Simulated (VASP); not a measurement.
Set up this calculation in VASP 6.6.1, as the native input.

| Item | Value |
| --- | --- |
| Task | electric field gradients |
| Functional | PBEsol |
| Potentials or basis | VASP PAW PBE potentials, release 64 (Al, As) |
| Cutoff | 400 eV |
| k mesh | 10 × 10 × 10 |
| Occupations | fermi-dirac, width 0.05 eV |
| Spin | no spin polarisation |
| Dipole correction | no |
| Further INCAR settings | ALGO = Normal; EDIFF = 1e-08; NBANDS = 11 |

The structure of AlAs lies in POSCAR:

```
AlAs
1.0
    0.0000000000      2.8398033913      2.8398033913
    2.8398033913      0.0000000000      2.8398033913
    2.8398033913      2.8398033913      0.0000000000
Al As
1 1
Direct
    0.0000000000      0.0000000000      0.0000000000
    0.7500000000      0.7500000000      0.7500000000
```

This cell differs from its parent crystal: volume scaled by 1.01.

One way to write it, as run:

INCAR

```
SYSTEM = AlAs
PREC = Accurate ; ENCUT = 400
EDIFF = 1E-8 ; ISMEAR = -1
SIGMA = 0.05 ; LREAL = .FALSE.
LASPH = .TRUE. ; NELM = 120
ALGO = Normal ; ISIF = 2
LWAVE = .FALSE. ; LCHARG = .FALSE.
GGA = PS ; LEFG = .TRUE.
NBANDS = 11 ; GGA_COMPAT = .FALSE.
```

KPOINTS

```
Automatic mesh
0
G
  10 10 10
  0 0 0
```

Potentials or basis: VASP PAW PBE potentials, release 64 (Al, As).

Run with:

```bash
$ cat potpaw_PBE.64/Al/POTCAR potpaw_PBE.64/As/POTCAR > POTCAR
$ mpirun -np 1 vasp_std > vasp.out
```

Results of the run:

```json
{"Pressure": "0.1 GPa", "Band gap on the k mesh": "1.34 eV, indirect (least direct gap 1.90 eV)"}
```

Caveat: without QUAD_EFG the Cq values of the log hold for a quadrupole moment of 1 mb, not for the nuclei; the PAW data sets were made with another functional, which shifts forces and pressure a little.

Wall time 8.9 s on 1 thread of Intel(R) Xeon(R) 6975P-C (Granite Rapids), with other jobs on the host, peak memory 0.16 GiB.
